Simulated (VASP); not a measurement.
Wanted: the native input for a VASP 6.6.1 run.

| Item | Value |
| --- | --- |
| Task | relaxation of cell and atoms |
| Functional | PBE |
| Potentials or basis | VASP PAW PBE potentials, release 64 (Pd) |
| Cutoff | 600 eV |
| k mesh | 12 × 12 × 12 |
| Occupations | fermi-dirac, width 0.05 eV |
| Spin | no spin polarisation |
| Target pressure | 10 GPa |
| Dipole correction | no |
| Further INCAR settings | ALGO = Normal; EDIFF = 1e-06; IBRION = 2; EDIFFG = -0.01; NSW = 60; ISIF = 3 |

The structure of Pd lies in POSCAR:

```
Pd
1.0
    0.0000000000      1.9465000000      1.9465000000
    1.9465000000      0.0000000000      1.9465000000
    1.9465000000      1.9465000000      0.0000000000
Pd
1
Direct
    0.0000000000      0.0000000000      0.0000000000
```

One way to write it, as run:

INCAR

```
SYSTEM = Pd
ALGO = Normal ; EDIFF = 1E-6
EDIFFG = -0.01 ; ENCUT = 600
GGA = PE ; IBRION = 2
ISIF = 3 ; ISMEAR = -1
LASPH = .True. ; LCHARG = .False.
LREAL = .False. ; LWAVE = .False.
NELM = 60 ; NSW = 60
PREC = Accurate ; PSTRESS = 100.0
SIGMA = 0.05
```

KPOINTS

```
k-points
0
Gamma
  12 12 12
  0 0 0
```

Potentials or basis: VASP PAW PBE potentials, release 64 (Pd).

Run with:

```console
$ cat potpaw_PBE.64/Pd/POTCAR > POTCAR
$ mpirun -np 1 vasp_std > vasp.out
```

It gave:

| Property | Result |
| --- | --- |
| Relaxed volume | 14.51 Å³/atom |
| Relaxed cell | a = 2.738 Å, b = 2.738 Å, c = 2.738 Å, α = 60.00°, β = 60.00°, γ = 60.00° |
| Space group after relaxing (to 0.05 Å) | Fm-3m (No. 225) |
| Energy change on relaxing (the enthalpy is what falls) | +12.2 meV/atom |
| Ionic steps | 3 |
| Pressure after relaxing | 10.0 GPa |
| Band gap on the k mesh | zero (band 5 reaches 10.35 eV, above the bottom of band 6 at 8.72 eV) |

Caveat: the cell is relaxed towards a set pressure, so the enthalpy falls and the energy may rise.

Run time: 17 s on 1 thread of Intel Xeon 6975P-C, on a shared host, peak memory 0.16 GiB.
